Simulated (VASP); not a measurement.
SiC (Moissanite 3C):

```xyz
2
Lattice="0.0000 2.2077 2.2077 2.2077 0.0000 2.2077 2.2077 2.2077 0.0000" Properties=species:S:1:pos:R:3 pbc="T T T"
Si    0.0000    0.0000    0.0000
C     3.3115    3.3115    3.3115
```

Base run:

| Property | Result |
| --- | --- |
| Program | VASP 6.6.1 |
| Functional | PBE |
| Potentials or basis | VASP PAW PBE potentials, release 64 (Si, C) |
| Cutoff | 520 eV |
| k mesh | 10 × 10 × 10 |
| Occupations | fermi-dirac, width 0.05 eV |
| Spin | no spin polarisation |

Its results: band gap on the k mesh 1.39 eV, indirect (least direct gap 4.50 eV); pressure -5.0 GPa.

After a change of settings the same cell gave: band gap on the k mesh 1.39 eV, indirect (least direct gap 4.50 eV); pressure -9.4 GPa. Which change was it?
A. cutoff from 520 eV to 600 eV; dispersion from none to D3(BJ)
B. functional from PBE to RPBE; cutoff from 520 eV to 600 eV
C. functional from PBE to PBEsol
D. functional from PBE to revPBE; cutoff from 520 eV to 600 eV; dispersion from none to D3(BJ)

A.
